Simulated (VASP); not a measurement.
# Si8O17 (a cell with a defect) in VASP: notebook

Si8O17 (a cell with a defect) is run at these levels: PBE; tasks: single point.

All numbers are computed with VASP 6.6.1; they aren't measurements. Logs are shortened: lines on timing, memory, paths and dates and some standing lists are left out, and cuts for length are marked.

**1. The cell of the first run**

The cell holds a defect, 25 atoms: a = 5.911 Å, b = 5.911 Å, c = 5.334 Å, α = 90.00°, β = 90.00°, γ = 90.00°.

**2. Single point, PBE, collinear spin, zero start**

INCAR

```
SYSTEM = Si8O17
PREC = Accurate ; ENCUT = 520
EDIFF = 1E-7 ; ISMEAR = -1
SIGMA = 0.05 ; LREAL = Auto
LASPH = .True. ; NELM = 150
ALGO = Normal ; ISIF = 2
LWAVE = .False. ; LCHARG = .False.
ISPIN = 2 ; MAGMOM = 0 0 0 0 0 0 0 0 0 0 0 0 0 0 0 0 0 0 0 0 0 0 0 0 0
LORBIT = 11 ; GGA = PE
NBANDS = 89
```

KPOINTS

```
Automatic mesh
0
Gamma
  2 2 3
  0 0 0
```

POSCAR

```
Si8O17
1.0
   -4.1797000000     -4.1797000000      0.0000000000
    4.1797000000     -4.1797000000      0.0000000000
    0.0000000000      0.0000000000      5.3338000000
Si O
8 17
Direct
    0.4948107520      0.5163032036     -0.0006434437
   -0.0000526354      0.5035225016      0.2524361618
    0.4921573319      0.5172036271      0.4985891859
   -0.0015582458      0.5022300644      0.7503910908
    0.0275779362     -0.0056986147      0.0082886497
    0.5057065100      0.0135597052      0.2505187671
   -0.0011476900      0.0060513912      0.5031154149
    0.4841662081      0.0231893437      0.7299529416
    0.1915344403      0.5062259253      0.0003147850
   -0.0005064957      0.1970861545      0.2477931306
    0.8035717874      0.5098806134      0.0007045634
    0.0343427758      0.8029388473      0.2674955941
    0.1897965165      0.4985421202      0.5020715062
    0.0150568223      0.1965251095      0.7527112003
    0.8019158074      0.5079851425      0.5007842439
    0.0112792784      0.8104737182      0.7487086130
    0.7455099648     -0.0856353327      0.0646859650
    0.4828243654      0.7043206450      0.2551370505
    0.3147620643      0.0085379333     -0.0000266227
    0.4967084958      0.3192517406      0.2506863774
    0.6938831734      0.0140870158      0.4976097716
    0.4972244419      0.7173856975      0.7491240766
    0.3041030457      0.0197290475      0.4905088305
    0.4814411321      0.3320753882      0.7406670666
    0.6751130464      0.1133964160      0.9350864299
```

Potentials or basis: VASP PAW PBE potentials, release 64 (Si, O).

Started as:

```bash
$ cat potpaw_PBE.64/Si/POTCAR potpaw_PBE.64/O/POTCAR > POTCAR
$ mpirun -np 1 vasp_std > vasp.out
```

OUTCAR:

```text
SYSTEM = Si8O17
   PREC = Accurate
   ENCUT = 520
   EDIFF = 1E-7
   ISMEAR = -1
   LREAL = Auto
   LASPH = .True.
   NELM = 150
   ISIF = 2
   ISPIN = 2
   LORBIT = 11
   GGA = PE

 ion  position               nearest neighbor table
   1  0.495  0.516  0.999-  24 1.76  18 1.76  20 1.78  22 1.79   9 1.79  11 1.83   3 2.66   3 2.67

   2  1.000  0.504  0.252-  13 1.74   9 1.76  15 1.77  11 1.78  12 1.78  10 1.81   4 2.66   4 2.68

   3  0.492  0.517  0.499-  24 1.69  18 1.71  20 1.77  22 1.79  13 1.79  15 1.83   1 2.66   1 2.67
[... 4 lines left out ...]
                             7 2.70   8 3.08   6 3.11
   6  0.506  0.014  0.251-  21 1.72  23 1.75  19 1.75  20 1.81  17 1.83  18 1.83  25 2.04   8 2.56
                             8 2.78   5 3.11
   7  0.999  0.006  0.503-  14 1.75  16 1.75  12 1.75  10 1.77  21 1.80  23 1.81   5 2.65   5 2.70
                             8 3.12
   8  0.484  0.023  0.730-  25 1.66  23 1.66  21 1.75  19 1.76  22 1.81  24 1.83  17 2.45   6 2.56
                             6 2.78   5 3.08   7 3.12
   9  0.192  0.506  0.000-   4 1.76   2 1.76   1 1.79
  10  0.999  0.197  0.248-   5 1.76   7 1.77   2 1.81
  11  0.804  0.510  0.001-   4 1.76   2 1.78   1 1.83
  12  0.034  0.803  0.267-   7 1.75   2 1.78   5 1.79
  13  0.190  0.499  0.502-   2 1.74   4 1.74   3 1.79
  14  0.015  0.197  0.753-   7 1.75   4 1.81   5 1.81
  15  0.802  0.508  0.501-   4 1.77   2 1.77   3 1.83
  16  0.011  0.810  0.749-   7 1.75   5 1.76   4 1.82
  17  0.746  0.914  0.065-  25 1.43   5 1.76   6 1.83   8 2.45
  18  0.483  0.704  0.255-   3 1.71   1 1.76   6 1.83
  19  0.315  0.009  1.000-   5 1.70   6 1.75   8 1.76
  20  0.497  0.319  0.251-   3 1.77   1 1.78   6 1.81
  21  0.694  0.014  0.498-   6 1.72   8 1.75   7 1.80
  22  0.497  0.717  0.749-   3 1.79   1 1.79   8 1.81
  23  0.304  0.020  0.491-   8 1.66   6 1.75   7 1.81
  24  0.481  0.332  0.741-   3 1.69   1 1.76   8 1.83
  25  0.675  0.113  0.935-  17 1.43   8 1.66   6 2.04   5 2.23

  LATTYP: Found a simple tetragonal cell.
 ALAT       =     5.9109884267
 C/A-ratio  =     0.9023533147

  Lattice vectors:

 A1 = (  -4.1797000000,  -4.1797000000,   0.0000000000)
 A2 = (   4.1797000000,  -4.1797000000,   0.0000000000)
 A3 = (   0.0000000000,   0.0000000000,   5.3338000000)

Analysis of symmetry for initial positions (statically):
=====================================================================
 Subroutine PRICEL returns:
 Original cell was already a primitive cell.

 Routine SETGRP: Setting up the symmetry group for a
 simple tetragonal supercell.

 Subroutine GETGRP returns: Found  1 space group operations
 (whereof  1 operations were pure point group operations)
 out of a pool of 16 trial point group operations.

The static configuration has the point symmetry C_1 .

Analysis of symmetry for dynamics (positions and initial velocities):
=====================================================================
 Subroutine PRICEL returns:
 Original cell was already a primitive cell.

 Routine SETGRP: Setting up the symmetry group for a
 simple tetragonal supercell.

 Subroutine GETGRP returns: Found  1 space group operations
 (whereof  1 operations were pure point group operations)
 out of a pool of 16 trial point group operations.

The dynamic configuration has the point symmetry C_1 .

Analysis of structural, dynamic, and magnetic symmetry:
=====================================================================
 Subroutine PRICEL returns:
 Original cell was already a primitive cell.

 Routine SETGRP: Setting up the symmetry group for a
 simple tetragonal supercell.

 Subroutine GETGRP returns: Found  1 space group operations
 (whereof  1 operations were pure point group operations)
 out of a pool of 16 trial point group operations.

The overall configuration has the point symmetry C_1 .

 Subroutine INISYM returns: Found  1 space group operations
 (whereof  1 operations are pure point group operations),
 and found     1 'primitive' translations

----------------------------------------------------------------------------------------

[... 104 lines left out ...]
   number of dos      NEDOS =    301   number of ions     NIONS =     25
   total plane-waves  NPLWV =  92160
   dimension x,y,z NGX =    48 NGY =   48 NGZ =   40
   dimension x,y,z NGXF=    96 NGYF=   96 NGZF=   80
   ions per type =               8  17
   NGX,Y,Z   is equivalent  to a cutoff of  13.50, 13.50, 12.47 a.u.
   NGXF,Y,Z  is equivalent  to a cutoff of  27.00, 27.00, 24.93 a.u.
 SYSTEM =  Si8O17
   PREC   = accura    normal or accurate (medium, high low for compatibility)
   ISTART =      0    job   : 0-new  1-cont  2-samecut
   ICHARG =      2    charge: 1-file 2-atom 10-const
   ISPIN  =      2    spin polarized calculation?
   LNONCOLLINEAR =      F non collinear calculations
   LSORBIT =      F    spin-orbit coupling
   LASPH  =      T    aspherical Exc in radial PAW
   ENCUT  =  520.0 eV  38.22 Ry    6.18 a.u.  10.99 10.99  9.92*2*pi/ulx,y,z
   NELM   =    150;   NELMIN=  2; NELMDL= -5     # of ELM steps
   EDIFF  = 0.1E-06   stopping-criterion for ELM
   LREAL  =      T    real-space projection
   EDIFFG = 0.1E-05   stopping-criterion for IOM
   NSW    =      0    number of steps for IOM
   IBRION =     -1    ionic relax: 0-MD 1-quasi-New 2-CG
   NFREE  =      0    steps in history (QN), initial steepest desc. (CG)
   ISIF   =      2    stress and relaxation
   ISYM   =      2    0-nonsym 1-usesym 2-fastsym
   POTIM  = 0.5000    time-step for ionic-motion
   TEBEG  =    0.0;   TEEND  =   0.0 temperature during run
   PSTRESS=    0.0 pullay stress
   NELECT =     134.0000    total number of electrons
   NUPDOWN=      -1.0000    fix difference up-down
   EMIN   =  10.00;   EMAX   =-10.00  energy-range for DOS
   EFERMI =   0.00;   METHOD = LEGACY
   ISMEAR =    -1;   SIGMA  =   0.05  broadening in eV -4-tet -1-fermi 0-gaus
   EFERMI_NEDOS =   21; number of points for ismear=-14 and -15
   IALGO  =     38    algorithm
   IMIX   =      4    mixing-type and parameters
     AMIX     =   0.40;   BMIX     =  1.00
     AMIX_MAG =   1.60;   BMIX_MAG =  1.00
  volume/ion in A,a.u.               =       7.45        50.31
  Fermi-wavevector in a.u.,A,eV,Ry     =   1.466642  2.771551 29.266659  2.151039
  Thomas-Fermi vector in A             =   2.582355
   LORBIT       =     11    0 simple, 1 ext, 2 COOP (PROOUT), +10 PAW based schemes
   GGA     = PE    functional components
   LHFCALC =     F    Hartree Fock is set to
   AEXX    =    0.0000 exact exchange contribution
   IVDW    =     0    specifies the selected vdW correction
   LEPSILON=     F    determine dielectric tensor
   LRPA    =     F    only Hartree local field effects (RPA)
 spin polarized calculation
  energy-cutoff  :      520.00
  volume of cell :      186.36
 maximum number of plane-waves:      5031
 NGX is ok and might be reduce to    48
   NGX = 21   NGY = 21   NGZ = 19

 number of electron     133.9999964 magnetization      -0.0000000

 number of electron     133.9999964 magnetization       0.0000000

 Free energy of the ion-electron system (eV)
  ---------------------------------------------------
  ext. energy  EPLUGINS =         0.00000000
  ---------------------------------------------------
  free energy    TOTEN  =      -183.59694503 eV

  energy without entropy =     -183.59694503  energy(sigma->0) =     -183.59694503

 E-fermi :   9.6177     XC(G=0): -12.4855

 val. band max:        8.4992706711   @ k =   0.0000   0.0000   0.0000
 cond. band min:      13.7009122915   @ k =   0.0000   0.5000   0.0000
 fundamental gap:      5.2016416204
 Fermi energy:         9.6176638055

 spin component 1

 k-point     1 :       0.0000    0.0000    0.0000
  band No.  band energies     occupation
      1     -15.7629      1.00000
      2     -13.5488      1.00000
      3     -12.2697      1.00000
      4     -12.2342      1.00000
      5     -11.5166      1.00000
      6     -11.3865      1.00000
[... 645 lines left out ...]
     78      18.5009      0.00000
     79      18.7043      0.00000
 Fermi energy:         9.6176638055

 spin component 2

 k-point     1 :       0.0000    0.0000    0.0000
  band No.  band energies     occupation
      1     -15.7629      1.00000
      2     -13.5488      1.00000
      3     -12.2697      1.00000
      4     -12.2342      1.00000
      5     -11.5166      1.00000
      6     -11.3865      1.00000
[... 645 lines left out ...]
     78      18.5009      0.00000
     79      18.7043      0.00000
 [bands above 79 left out]

------------------------ aborting loop because EDIFF is reached ----------------------------------------

  FORCE on cell =-STRESS in cart. coord.  units (eV):
  Direction    XX          YY          ZZ          XY          YZ          ZX
  --------------------------------------------------------------------------------------
  -------------------------------------------------------------------------------------
  Total       31.1443050     25.1122843     33.3447696      6.0866316      0.9517901     -6.9203221
  in kB      267.7517269    215.8936444    286.6694139     52.3275802      8.1826655    -59.4949284
  external PRESSURE =     256.7715951 kB  Pullay stress =       0.0000000 kB

 VOLUME and BASIS-vectors are now :
 -----------------------------------------------------------------------------
  energy-cutoff  :      520.00
  volume of cell :      186.36
      direct lattice vectors                 reciprocal lattice vectors
    -4.179700000 -4.179700000  0.000000000    -0.119625810 -0.119625810  0.000000000
     4.179700000 -4.179700000  0.000000000     0.119625810 -0.119625810  0.000000000
     0.000000000  0.000000000  5.333800000     0.000000000  0.000000000  0.187483595

 POSITION                                       TOTAL-FORCE (eV/Angst)
 -----------------------------------------------------------------------------------
      0.08983     -4.22615      5.33037        -0.046388      0.015963      0.024616
     -2.07491     -6.28405      1.34644        -0.003083      0.001781      0.006435
      0.10469     -4.21883      2.65937        -0.024749      0.007129     -0.034737
     -2.07402     -6.27236      4.00244        -0.003554     -0.018785      0.032590
      4.04061     -4.27115      0.04421         0.011722     -0.001457      0.022960
     -2.05703     -2.17038      1.33622        -0.065710     -0.011580     -0.054409
[... 17 lines left out ...]
     -0.62430     -3.40025      3.95057         0.104539      0.075898      0.006780
     -2.34781     -3.29573      4.98756         0.548598     -0.313615     -0.457372
 -----------------------------------------------------------------------------------
    total drift:                               -0.017383      0.009047      0.007350

  FREE ENERGIE OF THE ION-ELECTRON SYSTEM (eV)
  ---------------------------------------------------
  free  energy   TOTEN  =      -183.5969450294 eV

  energy  without entropy=     -183.5969450293  energy(sigma->0) =     -183.59694503

 total charge

# of ion       s       p       d       tot
------------------------------------------
    1        0.587   0.863   0.000   1.451
    2        0.589   0.882   0.000   1.471
    3        0.596   0.907   0.000   1.504
    4        0.589   0.877   0.000   1.466
    5        0.599   0.901   0.000   1.500
    6        0.583   0.864   0.000   1.447
[... 17 lines left out ...]
   24        1.559   3.721   0.000   5.280
   25        1.626   3.532   0.000   5.159
--------------------------------------------------
tot         31.283  69.721   0.000 101.004

 magnetization (x)

# of ion       s       p       d       tot
------------------------------------------
    1        0.000   0.000   0.000   0.000
    2       -0.000  -0.000   0.000  -0.000
    3        0.000   0.000   0.000   0.000
    4       -0.000  -0.000   0.000  -0.000
    5       -0.000  -0.000   0.000  -0.000
    6        0.000   0.000   0.000   0.000
[... 17 lines left out ...]
   24        0.000   0.000   0.000   0.000
   25       -0.000  -0.000   0.000  -0.000
--------------------------------------------------
tot         -0.000  -0.000   0.000  -0.000
```

It took 8 min on 1 thread of Intel Xeon Platinum 8259CL at 2.50GHz (Skylake/Cascade Lake), shared host; peak memory 0.44 GiB.

What came out:

```yaml
Free_energy: -183.5969 eV
Pressure: 25.7 GPa
Largest_force: 0.780 eV/Å
Band_gap_on_the_k_mesh: 5.20 eV
Net_moment: 0.00 μB per cell
Valence_electrons_inside_the_program's_atomic_spheres: Si 1.45, 1.47, 1.50, 1.48, 1.56 (each value once); O 5.26, 5.24, 5.23, 5.28, 5.14, 5.27, 5.29, 5.22, 5.30, 5.16 (each value once)
```

Forces on the atoms (eV/Å):
```
Si  -0.046  0.016  0.025
Si  -0.003  0.002  0.006
Si  -0.025  0.007 -0.035
Si  -0.004 -0.019  0.033
Si   0.012 -0.001  0.023
Si  -0.066 -0.012 -0.054
Si  -0.002 -0.035  0.019
Si  -0.159  0.146 -0.001
O   -0.007 -0.011  0.037
O    0.021 -0.037  0.016
O    0.040 -0.016  0.018
O    0.052  0.036 -0.018
O    0.007 -0.042  0.008
O   -0.023 -0.044  0.029
O    0.000  0.040  0.033
O    0.010  0.027  0.043
O   -0.056  0.039  0.152
O   -0.057  0.002  0.008
O   -0.065  0.016  0.024
O   -0.067  0.029  0.018
O   -0.122  0.019  0.036
O   -0.049  0.035  0.015
O   -0.046  0.040  0.018
O    0.105  0.076  0.007
O    0.549 -0.314 -0.457
```

Levels at points of the mesh, in eV from the valence-band top:
Spin up:
```
           k point  band 63  band 64  band 65  band 66  band 67  band 68  band 69  band 70  band 71  band 72
(0.00, 0.00, 0.00)    -1.25    -0.84    -0.61    -0.58     0.00     5.25     5.73     6.76     7.03     7.53
(0.50, 0.00, 0.00)    -1.33    -1.11    -0.85    -0.75    -0.08     5.35     6.72     6.94     7.64     7.81
(0.00, 0.50, 0.00)    -1.29    -0.96    -0.79    -0.46    -0.24     5.20     6.72     6.88     7.64     7.81
(0.50, 0.50, 0.00)    -1.18    -1.12    -0.78    -0.54    -0.33     5.26     7.45     7.72     7.85     7.97
```
Spin down:
| k point | band 63 | band 64 | band 65 | band 66 | band 67 | band 68 | band 69 | band 70 | band 71 | band 72 |
| --- | --- | --- | --- | --- | --- | --- | --- | --- | --- | --- |
| (0.00, 0.00, 0.00) | -1.25 | -0.84 | -0.61 | -0.58 | 0.00 | 5.25 | 5.73 | 6.76 | 7.03 | 7.53 |
| (0.50, 0.00, 0.00) | -1.33 | -1.11 | -0.85 | -0.75 | -0.08 | 5.35 | 6.72 | 6.94 | 7.64 | 7.81 |
| (0.00, 0.50, 0.00) | -1.29 | -0.96 | -0.79 | -0.46 | -0.24 | 5.20 | 6.72 | 6.88 | 7.64 | 7.81 |
| (0.50, 0.50, 0.00) | -1.18 | -1.12 | -0.78 | -0.54 | -0.33 | 5.26 | 7.45 | 7.72 | 7.85 | 7.97 |

Caveat: the k points lie up to 0.53 Å⁻¹ apart.

**3. Single point, PBE, collinear spin, zero start**

INCAR

```
SYSTEM = Si8O17
PREC = Accurate
ENCUT = 520
EDIFF = 1E-7
ISMEAR = -1
SIGMA = 0.05
LREAL = Auto
LASPH = .True.
NELM = 150
ALGO = Normal
ISIF = 2
LWAVE = .False.
LCHARG = .False.
ISPIN = 2
MAGMOM = 0 0 0 0 0 0 0 0 0 0 0 0 0 0 0 0 0 0 0 0 0 0 0 0 0
LORBIT = 11
GGA = PE
NBANDS = 89
```

KPOINTS is that of step 2.

POSCAR

```
Si8O17
1.0
   -4.1797000000     -4.1797000000      0.0000000000
    4.1797000000     -4.1797000000      0.0000000000
    0.0000000000      0.0000000000      5.3338000000
Si O
8 17
Direct
    0.5153758643      0.5151885303      0.0232918370
    0.0132261885      0.5070054071      0.2569475796
    0.5063332297      0.4944979305      0.4997502719
    0.0102404479      0.5043505515      0.7561629607
    0.0033618442     -0.0002498983      0.0028180659
    0.5065221188      0.0016203316      0.2495406652
    0.0051407996      0.0009538962      0.5011946455
    0.4968122114     -0.0278828624      0.7444759834
    0.2133968945      0.4998657798      0.0044279876
    0.0037402206      0.1977146685      0.2512448911
    0.8307382109      0.5287701270      0.0174176010
    0.0053985932      0.8104484772      0.2539086580
    0.1991869034      0.5102987056      0.5003029735
    0.0110550996      0.1959829653      0.7535312535
    0.8128137187      0.5022005168      0.5043957404
    0.0088277867      0.8080896954      0.7516447936
    0.6978114458     -0.0236709572      0.0013346957
    0.5103824437      0.6956431084      0.2626924519
    0.3119875828     -0.0076846424      0.0020135738
    0.5085498959      0.3052642534      0.2562088942
    0.6987301720     -0.0034391224      0.5044096142
    0.5027909898      0.6821844869      0.7519436424
    0.3052506161     -0.0263497380      0.4884343245
    0.4324446731      0.2617159126      0.6910879673
    0.6252994234      0.3218154413      0.8370992538
```

Potentials or basis: VASP PAW PBE potentials, release 64 (Si, O).

Started as:

```bash
$ cat potpaw_PBE.64/Si/POTCAR potpaw_PBE.64/O/POTCAR > POTCAR
$ mpirun -np 1 vasp_std > vasp.out
```

It took 9.3 min on 1 thread of AMD EPYC 7R13, shared host; peak memory 0.44 GiB.

Results (log left out):

```yaml
Free_energy: -183.6689 eV
Pressure: 26.3 GPa
Largest_force: 0.329 eV/Å
Band_gap_on_the_k_mesh: 5.36 eV
Net_moment: 0.00 μB per cell
Valence_electrons_inside_the_program's_atomic_spheres: Si 1.57, 1.51, 1.48, 1.45, 1.46, 1.47, 1.49 (each value once); O 5.23, 5.28, 5.27, 5.26, 5.30, 5.24, 5.29, 5.16 (each value once)
```

Forces on the atoms (eV/Å):
```
Si   0.037 -0.011  0.008
Si  -0.015 -0.019  0.013
Si   0.030 -0.017  0.012
Si  -0.007  0.001  0.001
Si   0.006 -0.001 -0.016
Si   0.014 -0.005 -0.003
Si  -0.002 -0.005  0.017
Si   0.000  0.022  0.013
O   -0.004 -0.018 -0.002
O    0.013 -0.017 -0.002
O    0.023  0.042 -0.023
O   -0.018  0.022 -0.007
O   -0.019 -0.013  0.009
O    0.012 -0.016 -0.002
O    0.012  0.013  0.000
O   -0.015  0.011 -0.003
O   -0.023 -0.010 -0.014
O    0.041 -0.033  0.008
O    0.010  0.014 -0.001
O   -0.026  0.029 -0.007
O   -0.023 -0.020  0.005
O   -0.004  0.007  0.018
O    0.015  0.020 -0.004
O    0.117  0.231 -0.186
O   -0.174 -0.226  0.166
```

Stress tensor (GPa, compression positive):
```
20.66 -4.56 -1.03
-4.56 26.97 -6.82
-1.03 -6.82 31.16
```

Levels at points of the mesh, in eV from the valence-band top:
Spin up:
```csv
k point,band 65,band 66,band 67,band 68,band 69,band 70
"(0.00, 0.00, 0.00)",-0.69,-0.46,-0.03,5.38,5.78,6.86
"(0.50, 0.00, 0.00)",-0.78,-0.38,-0.27,5.37,6.68,6.88
"(0.00, 0.50, 0.00)",-1.03,-0.74,0.00,5.51,6.88,6.97
"(0.50, 0.50, 0.00)",-0.83,-0.41,-0.39,5.45,7.55,7.71
```
Spin down:
```csv
k point,band 65,band 66,band 67,band 68,band 69,band 70
"(0.00, 0.00, 0.00)",-0.69,-0.46,-0.03,5.38,5.78,6.86
"(0.50, 0.00, 0.00)",-0.78,-0.38,-0.27,5.37,6.68,6.88
"(0.00, 0.50, 0.00)",-1.03,-0.74,0.00,5.51,6.88,6.97
"(0.50, 0.50, 0.00)",-0.83,-0.41,-0.39,5.45,7.55,7.71
```

Caveat: the k points lie up to 0.53 Å⁻¹ apart.
